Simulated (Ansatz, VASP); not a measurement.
K4Mg3CuF12 in VASP and in Ansatz

```
K Cu Mg F
1.0
     3.98970    3.98970    0.00000
    -3.98970    3.98970    0.00000
     0.00000    0.00000    7.97940
K Cu Mg F
4 1 3 12
Direct
  0.50000 0.00000 0.25263
  0.50000 0.00000 0.74737
  0.00000 0.50000 0.25263
  0.00000 0.50000 0.74737
  0.00000 0.00000 0.00000
  0.00000 0.00000 0.50000
  0.50000 0.50000 0.00000
  0.50000 0.50000 0.50000
  0.24803 0.75197 0.00000
  0.25178 0.74822 0.50000
  0.75197 0.24803 0.00000
  0.74822 0.25178 0.50000
  0.24803 0.24803 0.00000
  0.25178 0.25178 0.50000
  0.75197 0.75197 0.00000
  0.74822 0.74822 0.50000
  0.00000 0.00000 0.26000
  0.00000 0.00000 0.74000
  0.50000 0.50000 0.24752
  0.50000 0.50000 0.75248
```

Alike in both runs: task single point; functional PBEsol; k mesh 3 × 3 × 2; occupations gaussian, width 0.05 eV; collinear spin; Hubbard terms Cu d U = 5.0 eV.

|  | VASP | Ansatz |
| --- | --- | --- |
| version | VASP 6.6.1 | Ansatz 0.2.0 |
| potentials or method | VASP PAW PBE potentials, release 64 (K_sv, Cu, Mg, F), cutoff 600 eV | scalar-relativistic, plane waves, PAW |
| valence electrons in the cell | 137 | 169 |

|  | VASP | Ansatz | Ansatz less VASP |
| --- | --- | --- | --- |
| gap on the k mesh at the Fermi level (eV) | 2.52 | 2.21 | -0.316 |
| least direct gap on the mesh (eV) | 2.52 | 2.21 | -0.316 |
| pressure (GPa) | 0.0 | 0.7 | +0.78 |
| traceless stress, the component that is largest in VASP (GPa) | 1.75 | 1.87 | +0.126 |
| rms of the force components (eV/Å) | 0.044 | 0.001 | -0.0431 |
| net moment per atom (μB) | 0.05 | 0.05 | 0.000 |
| size of the moment on the site where the two differ most (μB) | 0.84 | 0.80 | -0.039 |

VASP's potentials were made for PBE, not for PBEsol. Site moments also hang on the region over which each program counts them. The programs project onto different local orbitals, so the same U acts differently, and such runs can settle in different states. Atom by atom the forces differ by 0.044 eV/Å (rms over components). VASP's potentials hold 137 valence electrons a cell and Ansatz's 169, so a difference there can come from the potentials and not from the codes. Ansatz's warnings: stress scf threshold loose.
